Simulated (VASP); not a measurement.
A run of VASP 6.6.1 is set up as follows.

File INCAR:

```
SYSTEM = Cd
  PREC = Accurate
  ENCUT = 520
  EDIFF = 1E-6
  ISMEAR = 0
  SIGMA = 0.1
  LREAL = .FALSE.
  LASPH = .TRUE.
  NELM = 100
  ALGO = Fast
  ISIF = 2
  LWAVE = .FALSE.
  LCHARG = .FALSE.
  GGA = PE
  NBANDS = 19
```

KPOINTS

```
Automatic mesh
0
G
  18 18 8
  0 0 0
```

POSCAR

```
Cd
1.0
    3.0150673241      0.0000000000      0.0000000000
   -1.5075336621      2.6111248968      0.0000000000
    0.0000000000      0.0000000000      5.8236384241
Cd
2
Direct
    0.3333333333      0.6666666667      0.2500000000
    0.6666666667      0.3333333333      0.7500000000
```

Potentials or basis: VASP PAW PBE potentials, release 64 (Cd).

The run is started by

```sh
$ cat potpaw_PBE.64/Cd/POTCAR > POTCAR
$ mpirun -np 1 vasp_std > vasp.out
```

**Question.** Predict the band gap on the k mesh.

**Answer.** Zero (band 12 reaches 4.16 eV, above the bottom of band 13 at -0.28 eV).

**Question.** Estimate the pressure.

**Answer.** 0.3 GPa.

Stress tensor (GPa, compression positive):
```
0.34 0.00 0.00
0.00 0.34 0.00
0.00 0.00 0.19
```
